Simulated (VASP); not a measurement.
# SnO in VASP: notebook

Runs on SnO. Level: PBE+D3(BJ). Tasks: single point, relaxation of cell and atoms.

All numbers are computed with VASP 6.6.1; they aren't measurements. Logs are shortened: lines on timing, memory, paths and dates and some standing lists are left out, and cuts for length are marked.

### Step 1. The cell of the first run

The cell holds a disordered packing, 18 atoms: a = 5.971 Å, b = 7.033 Å, c = 8.493 Å, α = 92.89°, β = 97.57°, γ = 97.08°.

### Step 2. Single point, PBE+D3(BJ)

File INCAR:

```
SYSTEM = SnO
  ALGO = Normal
  EDIFF = 1E-6
  ENCUT = 1000
  GGA = PE
  GGA_COMPAT = .False.
  ISIF = 2
  ISMEAR = 0
  ISYM = 0
  IVDW = 12
  LASPH = .True.
  LCHARG = .False.
  LREAL = Auto
  LWAVE = .False.
  NBANDS = 105
  NELM = 120
  PREC = Accurate
  SIGMA = 0.1
```

File KPOINTS:

```
Automatic mesh
0
Gamma
  2 2 2
  0.5 0.5 0.5
```

File POSCAR:

```
SnO
1.0
    5.9398644412     -0.3817698211     -0.4790705747
   -0.4368179245      7.0159797974     -0.2080460983
   -0.4535909517     -0.2059953996      8.4786580659
Sn O
9 9
Direct
    0.3500013752      0.2964975378      0.8277733594
    1.1276578238      0.7552317385      0.8515184270
    0.3742560109      0.5799406759      0.3277498139
    0.0380713319      0.9380902178      0.4753896220
    0.8929098341      0.3665719379      0.0729601104
    0.3836943393      0.1127168042      0.2343691100
    0.7014416059      0.8139320049      0.0805681656
    0.5944372350      0.9251842616      0.6656243349
    0.8465110564      0.4203856023      0.5284829027
    0.6765692199      0.1171613018      0.1135392076
    0.1941823295      1.0265442592      0.7100930829
    0.3647878962      0.8028521044      0.1625650596
    0.0281672940      0.4608870051      0.3187294695
    0.1830785876      0.2209857444      0.0371742388
    0.4956348355      0.7666687849      0.8543325718
    0.8279895973      0.7215539721      0.5784729669
    0.1101969455      0.4665693875      0.7259793485
    0.3200561563      0.7738758081      0.5052845506
```

Potentials or basis: VASP PAW PBE potentials, release 64 (Sn_d, O_h).

Run with:

```sh
cat potpaw_PBE.64/Sn_d/POTCAR potpaw_PBE.64/O_h/POTCAR > POTCAR
mpirun -np 1 vasp_std > vasp.out
```

OUTCAR:

```text
SYSTEM = SnO
   EDIFF = 1E-6
   ENCUT = 1000
   GGA = PE
   ISIF = 2
   ISMEAR = 0
   ISYM = 0
   IVDW = 12
   LASPH = .True.
   LREAL = Auto
   NELM = 120
   PREC = Accurate
 IVDW          = 12

 ion  position               nearest neighbor table
   1  0.350  0.296  0.828-  17 2.10  11 2.14  14 2.21   8 3.46   5 3.58   2 3.64   5 3.71   6 3.74

   2  0.128  0.755  0.852-  15 2.19  17 2.23  11 2.33   7 3.45   8 3.50   4 3.50   9 3.61   5 3.64
                             1 3.64   7 3.68   8 3.72
   3  0.374  0.580  0.328-  18 2.07  13 2.12  12 2.16   6 3.35   7 3.40   9 3.44   5 3.49   8 3.66
                             4 3.68
   4  0.038  0.938  0.475-  11 2.11  16 2.15  18 2.15   6 3.27   8 3.27   2 3.50   8 3.51   3 3.68
                             7 3.68   9 3.74   9 3.75
   5  0.893  0.367  0.073-  10 2.12  14 2.17  13 2.18   7 3.48   3 3.49   1 3.58   2 3.64   1 3.71

   6  0.384  0.113  0.234-  10 2.14  14 2.16  12 2.22   4 3.27   7 3.33   3 3.35   1 3.74
   7  0.701  0.814  0.081-  15 2.13  10 2.16  12 2.21   6 3.33   3 3.40   2 3.45   5 3.48   8 3.64
                             2 3.68   4 3.68
   8  0.594  0.925  0.666-  15 2.10  18 2.12  16 2.28   4 3.27   1 3.46   2 3.50   4 3.51   7 3.64
                             3 3.66   2 3.72
   9  0.847  0.420  0.528-  17 2.13  16 2.16  13 2.22   3 3.44   2 3.61   4 3.74   4 3.75
  10  0.677  0.117  0.114-   5 2.12   6 2.14   7 2.16
  11  0.194  0.027  0.710-   4 2.11   1 2.14   2 2.33
  12  0.365  0.803  0.163-   3 2.16   7 2.21   6 2.22
  13  0.028  0.461  0.319-   3 2.12   5 2.18   9 2.22
  14  0.183  0.221  0.037-   6 2.16   5 2.17   1 2.21
  15  0.496  0.767  0.854-   8 2.10   7 2.13   2 2.19
  16  0.828  0.722  0.578-   4 2.15   9 2.16   8 2.28
  17  0.110  0.467  0.726-   1 2.10   9 2.13   2 2.23
  18  0.320  0.774  0.505-   3 2.07   8 2.12   4 2.15

IMPORTANT INFORMATION: All symmetrisations will be switched off!
NOSYMM: (Re-)initialisation of all symmetry stuff for point group C_1.

----------------------------------------------------------------------------------------

                                     Primitive cell

  volume of cell :     350.0671

  direct lattice vectors                    reciprocal lattice vectors
     5.939864441 -0.381769821 -0.479070575     0.169805259  0.010849341  0.009347829
    -0.436817925  7.015979797 -0.208046098     0.009528407  0.143243325  0.003989955
    -0.453590952 -0.205995400  8.478658066     0.009828330  0.004127872  0.118569278

  length of vectors
     5.971368888  7.032642860  8.493280959     0.170408087  0.143615321  0.119047508

  position of ions in fractional coordinates (direct lattice)
     0.350001375  0.296497538  0.827773359
     0.127657824  0.755231739  0.851518427
     0.374256011  0.579940676  0.327749814
     0.038071332  0.938090218  0.475389622
     0.892909834  0.366571938  0.072960110
     0.383694339  0.112716804  0.234369110
[... 10 lines left out ...]
     0.110196946  0.466569388  0.725979348
     0.320056156  0.773875808  0.505284551

  ion indices of the primitive-cell ions
   primitive index   ion index
                 1           1
                 2           2
                 3           3
                 4           4
                 5           5
                 6           6
[... 10 lines left out ...]
                17          17
                18          18

----------------------------------------------------------------------------------------

 KPOINTS: Automatic mesh

Automatic generation of k-mesh.
 Grid dimensions read from file:
 generate k-points for:    2    2    2

 Generating k-lattice:

  Cartesian coordinates                     Fractional coordinates (reciprocal lattice)
     0.084902630  0.005424671  0.004673914     0.500000000 -0.000000000  0.000000000
     0.004764204  0.071621662  0.001994978     0.000000000  0.500000000 -0.000000000
     0.004914165  0.002063936  0.059284639     0.000000000  0.000000000  0.500000000

  Length of vectors
     0.085204044  0.071807660  0.059523754

  Shift w.r.t. Gamma in fractional coordinates (k-lattice)
     0.500000000  0.500000000  0.500000000

 Subroutine IBZKPT returns following result:
 ===========================================

 Found      4 irreducible k-points:

 Following reciprocal coordinates:
            Coordinates               Weight
  0.250000  0.250000  0.250000      2.000000
 -0.250000  0.250000  0.250000      2.000000
  0.250000 -0.250000  0.250000      2.000000
 -0.250000 -0.250000  0.250000      2.000000
   k-points           NKPTS =      4   k-points in BZ     NKDIM =      4   number of bands    NBANDS=    105
   number of dos      NEDOS =    301   number of ions     NIONS =     18
   total plane-waves  NPLWV = 460800
   dimension x,y,z NGX =    64 NGY =   80 NGZ =   90
   dimension x,y,z NGXF=   128 NGYF=  160 NGZF=  180
   ions per type =               9   9
   NGX,Y,Z   is equivalent  to a cutoff of  17.82, 18.91, 17.62 a.u.
   NGXF,Y,Z  is equivalent  to a cutoff of  35.64, 37.82, 35.23 a.u.
 SYSTEM =  SnO
   PREC   = accura    normal or accurate (medium, high low for compatibility)
   ISTART =      0    job   : 0-new  1-cont  2-samecut
   ICHARG =      2    charge: 1-file 2-atom 10-const
   ISPIN  =      1    spin polarized calculation?
   LNONCOLLINEAR =      F non collinear calculations
   LSORBIT =      F    spin-orbit coupling
   LASPH  =      T    aspherical Exc in radial PAW
   ENCUT  = 1000.0 eV  73.50 Ry    8.57 a.u.  15.40 18.13 21.90*2*pi/ulx,y,z
   NELM   =    120;   NELMIN=  2; NELMDL= -5     # of ELM steps
   EDIFF  = 0.1E-05   stopping-criterion for ELM
   LREAL  =      T    real-space projection
   EDIFFG = 0.1E-04   stopping-criterion for IOM
   NSW    =      0    number of steps for IOM
   IBRION =     -1    ionic relax: 0-MD 1-quasi-New 2-CG
   NFREE  =      0    steps in history (QN), initial steepest desc. (CG)
   ISIF   =      2    stress and relaxation
   ISYM   =      0    0-nonsym 1-usesym 2-fastsym
   POTIM  = 0.5000    time-step for ionic-motion
   TEBEG  =    0.0;   TEEND  =   0.0 temperature during run
   PSTRESS=    0.0 pullay stress
   NELECT =     180.0000    total number of electrons
   NUPDOWN=      -1.0000    fix difference up-down
   EMIN   =  10.00;   EMAX   =-10.00  energy-range for DOS
   EFERMI =   0.00;   METHOD = LEGACY
   ISMEAR =     0;   SIGMA  =   0.10  broadening in eV -4-tet -1-fermi 0-gaus
   EFERMI_NEDOS =   21; number of points for ismear=-14 and -15
   IALGO  =     38    algorithm
   IMIX   =      4    mixing-type and parameters
     AMIX     =   0.40;   BMIX     =  1.00
     AMIX_MAG =   1.60;   BMIX_MAG =  1.00
  volume/ion in A,a.u.               =      19.45       131.24
  Fermi-wavevector in a.u.,A,eV,Ry     =   1.311541  2.478453 23.403925  1.720140
  Thomas-Fermi vector in A             =   2.441995
   LORBIT       =      0    0 simple, 1 ext, 2 COOP (PROOUT), +10 PAW based schemes
   GGA     = PE    functional components
   LHFCALC =     F    Hartree Fock is set to
   AEXX    =    0.0000 exact exchange contribution
   IVDW    =    12    specifies the selected vdW correction
   LEPSILON=     F    determine dielectric tensor
   LRPA    =     F    only Hartree local field effects (RPA)
 non-spin polarized calculation
 Gauss-broadening in eV      SIGMA  =   0.10
  energy-cutoff  :     1000.00
  volume of cell :      350.07
 maximum number of plane-waves:     25146
 NGX is ok and might be reduce to    64
   NGX = 31   NGY = 37   NGZ = 43

 number of electron     180.0000004 magnetization

 Free energy of the ion-electron system (eV)
  ---------------------------------------------------
  ext. energy  EPLUGINS =         0.00000000
  ---------------------------------------------------
  free energy    TOTEN  =      -100.69800382 eV

  energy without entropy =     -100.69800382  energy(sigma->0) =     -100.69800382

 E-fermi :   5.8706     XC(G=0):  -9.6668

 val. band max:        5.3667836942   @ k =   0.2500   0.2500   0.2500
 cond. band min:       7.0820702304   @ k =  -0.2500  -0.2500   0.2500
 fundamental gap:      1.7152865361
 Fermi energy:         5.8706271120

 k-point     1 :       0.2500    0.2500    0.2500
  band No.  band energies     occupation
      1     -15.8992      2.00000
      2     -15.8278      2.00000
      3     -15.7918      2.00000
      4     -15.7480      2.00000
      5     -15.7189      2.00000
      6     -15.6694      2.00000
[... 94 lines left out ...]
    101       9.9402      0.00000
    102      10.2659      0.00000

 k-point     2 :      -0.2500    0.2500    0.2500
  band No.  band energies     occupation
      1     -15.9003      2.00000
      2     -15.8208      2.00000
      3     -15.7902      2.00000
      4     -15.7541      2.00000
      5     -15.7117      2.00000
      6     -15.6833      2.00000
[... 94 lines left out ...]
    101       9.8585      0.00000
    102       9.9702      0.00000

 k-point     3 :       0.2500   -0.2500    0.2500
  band No.  band energies     occupation
      1     -15.8990      2.00000
      2     -15.8331      2.00000
      3     -15.7847      2.00000
      4     -15.7406      2.00000
      5     -15.7124      2.00000
      6     -15.6795      2.00000
[... 94 lines left out ...]
    101       9.7718      0.00000
    102      10.0924      0.00000

 k-point     4 :      -0.2500   -0.2500    0.2500
  band No.  band energies     occupation
      1     -15.8985      2.00000
      2     -15.8297      2.00000
      3     -15.7915      2.00000
      4     -15.7559      2.00000
      5     -15.7115      2.00000
      6     -15.6453      2.00000
[... 94 lines left out ...]
    101      10.0642      0.00000
    102      10.0694      0.00000
 [bands above 102 left out]

------------------------ aborting loop because EDIFF is reached ----------------------------------------

 Edisp (eV)   -3.81163

 E8    (eV) :    -1.6580

  FORCE on cell =-STRESS in cart. coord.  units (eV):
  Direction    XX          YY          ZZ          XY          YZ          ZX
  --------------------------------------------------------------------------------------
  -------------------------------------------------------------------------------------
  Total       0.52090     0.50230     0.98585    -0.17247     0.01551    -0.04176
  in kB       2.38406     2.29891     4.51202    -0.78937     0.07100    -0.19111
  external pressure =        3.06 kB  Pullay stress =        0.00 kB

 VOLUME and BASIS-vectors are now :
 -----------------------------------------------------------------------------
  energy-cutoff  :     1000.00
  volume of cell :      350.07
      direct lattice vectors                 reciprocal lattice vectors
     5.939864441 -0.381769821 -0.479070575     0.169805259  0.010849341  0.009347829
    -0.436817925  7.015979797 -0.208046098     0.009528407  0.143243325  0.003989955
    -0.453590952 -0.205995400  8.478658066     0.009828330  0.004127872  0.118569278

 POSITION                                       TOTAL-FORCE (eV/Angst)
 -----------------------------------------------------------------------------------
      1.57397      1.77608      6.78905         0.072401      0.025265      0.010412
      0.04213      5.07455      7.00145        -0.035235     -0.002209      0.041725
      1.82104      3.85846      2.47893         0.042309     -0.045124     -0.025348
     -0.39927      6.46916      3.81726        -0.015700      0.022341     -0.035464
      5.11054      2.21595      0.11457        -0.026202      0.057952     -0.049786
      2.12355      0.59606      1.77987        -0.008292      0.018895      0.044880
[... 10 lines left out ...]
      0.12145      3.08182      6.00547        -0.007694      0.002900     -0.006233
      1.33385      5.20322      3.96980        -0.020611      0.004027      0.009172
 -----------------------------------------------------------------------------------
    total drift:                                0.012778      0.000134      0.069008

  FREE ENERGIE OF THE ION-ELECTRON SYSTEM (eV)
  ---------------------------------------------------
  free  energy   TOTEN  =      -104.5096362513 eV

  energy  without entropy=     -104.5096362513  energy(sigma->0) =     -104.50963625
```

It took 14 min on 1 thread of AMD EPYC 7R43 (Zen 3), shared host; peak memory 0.93 GiB.

What came out:

```
Free energy                : -104.5096 eV
Pressure                   : 0.3 GPa
Largest force              : 0.081 eV/Å
Band gap on the k mesh     : 1.72 eV (least direct gap 1.76 eV)
Dispersion energy per atom : -0.212 eV
```

Forces in eV/Å, atoms in the order of the input:
```
Sn   0.072  0.025  0.010
Sn  -0.035 -0.002  0.042
Sn   0.042 -0.045 -0.025
Sn  -0.016  0.022 -0.035
Sn  -0.026  0.058 -0.050
Sn  -0.008  0.019  0.045
Sn   0.060 -0.053  0.013
Sn   0.024  0.051  0.026
Sn  -0.050 -0.033 -0.002
O   -0.007 -0.003 -0.003
O    0.003 -0.014 -0.004
O   -0.022  0.005 -0.004
O   -0.007  0.006  0.020
O   -0.007 -0.009 -0.011
O    0.011 -0.018 -0.024
O   -0.005 -0.016 -0.001
O   -0.008  0.003 -0.006
O   -0.021  0.004  0.009
```

Caveat: the atoms stand as in a frame of molecular dynamics; spin-orbit coupling is left out, which moves the levels of the heavy elements.

### Step 3. Relaxation of cell and atoms, PBE+D3(BJ)

File INCAR:

```
SYSTEM = SnO
PREC = Accurate ; ENCUT = 600
EDIFF = 1E-7 ; ISMEAR = 0
SIGMA = 0.1 ; LREAL = Auto
LASPH = .True. ; NELM = 80
ALGO = Normal ; ISIF = 3
LWAVE = .False. ; LCHARG = .False.
GGA = PE ; IVDW = 12
IBRION = 2 ; NSW = 45
EDIFFG = -0.04 ; ISYM = 0
```

File KPOINTS:

```
regular mesh
0
Gamma
  3 3 2
  0 0 0
```

POSCAR: that of step 2 with these lines changed.

```diff
@@ -9,3 +9,3 @@
     0.3500013752      0.2964975378      0.8277733594
-    1.1276578238      0.7552317385      0.8515184270
+    0.1276578238      0.7552317385      0.8515184270
     0.3742560109      0.5799406759      0.3277498139
@@ -18,3 +18,3 @@
     0.6765692199      0.1171613018      0.1135392076
-    0.1941823295      1.0265442592      0.7100930829
+    0.1941823295      0.0265442592      0.7100930829
     0.3647878962      0.8028521044      0.1625650596
```

Potentials or basis: VASP PAW PBE potentials, release 64 (Sn_d, O).

Run with:

```sh
cat potpaw_PBE.64/Sn_d/POTCAR potpaw_PBE.64/O/POTCAR > POTCAR
mpirun -np 1 vasp_std > vasp.out
```

Run time: 58 min. Hardware: 1 thread of Oxide Virtual Turin-like, shared host; peak memory 0.64 GiB.

It converged, with:

| Quantity | Value |
| --- | --- |
| Free energy | -104.4412 eV |
| Relaxed volume | 19.47 Å³/atom |
| Relaxed cell | a = 5.975 Å, b = 7.032 Å, c = 8.503 Å, α = 92.84°, β = 97.63°, γ = 97.21° |
| Space group after relaxing (to 0.1 Å) | P1 (No. 1) |
| Energy gained by relaxing | 0.2 meV/atom |
| Ionic steps | 4 |
| Pressure after relaxing | -0.1 GPa |
| Largest force after relaxing | 0.039 eV/Å |
| Band gap on the k mesh | 1.44 eV (least direct gap 1.49 eV) |
| Dispersion energy per atom | -0.212 eV |

Forces on the atoms (eV/Å):
```
Sn  -0.004  0.018 -0.009
Sn  -0.027 -0.018  0.023
Sn   0.001  0.029  0.000
Sn  -0.010 -0.005  0.006
Sn   0.028 -0.008 -0.001
Sn   0.009 -0.013  0.003
Sn   0.004  0.027 -0.017
Sn   0.001 -0.005  0.024
Sn  -0.002 -0.016 -0.014
O   -0.004  0.030  0.004
O    0.002 -0.023  0.010
O    0.017 -0.001 -0.009
O    0.007 -0.003 -0.007
O    0.016 -0.003  0.005
O   -0.025  0.004  0.000
O   -0.008 -0.011  0.002
O   -0.013 -0.026  0.004
O    0.007  0.023 -0.022
```

Step by step:
```csv
step,energy change (eV),largest force (eV/Å),pressure (GPa),volume (Å³)
1,0.0000,0.1141,0.19,350.07
2,-0.0019,0.0663,-0.26,351.25
3,-0.0021,0.0550,-0.15,350.96
4,-0.0036,0.0395,-0.08,350.50
```

Final structure:
```
Sn O
1.0
     5.94256   -0.38879   -0.48303
    -0.44508    7.01474   -0.20589
    -0.45820   -0.20281    8.48853
Sn O
9 9
Direct
  0.35051 0.29627 0.82759
  0.12729 0.75518 0.85197
  0.37501 0.58000 0.32799
  0.03811 0.93825 0.47537
  0.89332 0.36694 0.07263
  0.38368 0.11260 0.23497
  0.70223 0.81415 0.08017
  0.59439 0.92561 0.66577
  0.84602 0.41953 0.52790
  0.67593 0.11709 0.11370
  0.19416 0.02628 0.71031
  0.36500 0.80342 0.16209
  0.02793 0.46086 0.31890
  0.18347 0.22078 0.03718
  0.49489 0.76655 0.85457
  0.82815 0.72144 0.57855
  0.10970 0.46651 0.72591
  0.31985 0.77417 0.50504
```

Levels at points of the mesh, in eV from the valence-band top:
```
           k point  band 87  band 88  band 89  band 90  band 91  band 92  band 93  band 94
(0.00, 0.00, 0.00)    -0.70    -0.63    -0.37    -0.08     1.79     2.07     2.36     2.57
(0.00, 0.00, 0.50)    -0.92    -0.41    -0.28    -0.01     1.95     2.18     2.25     2.53
```

Caveat: the atoms stand as in a frame of molecular dynamics; spin-orbit coupling is left out, which moves the levels of the heavy elements.
